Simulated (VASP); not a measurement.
Input of a VASP 6.6.1 run:

Contents of INCAR:

```
PREC = Accurate ; ENCUT = 520
EDIFF = 1E-6 ; ISMEAR = 0
SIGMA = 0.02 ; LREAL = F
LASPH = T ; NELM = 60
ALGO = Normal ; ISIF = 2
LWAVE = F ; LCHARG = F
GGA = PS ; NBANDS = 16
```

The input KPOINTS:

```
regular mesh
0
Gamma
  9 9 6
```

POSCAR

```
BN
1.0
    2.5423269612      0.0000000000      0.0000000000
   -1.2711634806      2.2017197331      0.0000000000
    0.0000000000      0.0000000000      4.1606277790
B N
2 2
Direct
    0.3333333333      0.6666666667     -0.0003399502
    0.6666666667      0.3333333333      0.4996600498
    0.3333333333      0.6666666667      0.3743399502
    0.6666666667      0.3333333333      0.8743399502
```

Potentials or basis: VASP PAW PBE potentials, release 64 (B, N).

Command:

```console
$ cat potpaw_PBE.64/B/POTCAR potpaw_PBE.64/N/POTCAR > POTCAR
$ mpirun -np 1 vasp_std > vasp.out
```

Q: Predict the band gap on the k mesh.

A: 4.98 eV, indirect (least direct gap 8.20 eV).

Q: What does it give for the pressure?

A: 4.4 GPa.

Stress tensor (GPa, compression positive):
```
 0.74  0.00  0.00
 0.00  0.74  0.00
 0.00  0.00 11.59
```

Caveat: the cell differs from its parent crystal (strained cell); the PAW data sets were made with another functional, which shifts forces and pressure a little. A k mesh can miss the band edges.
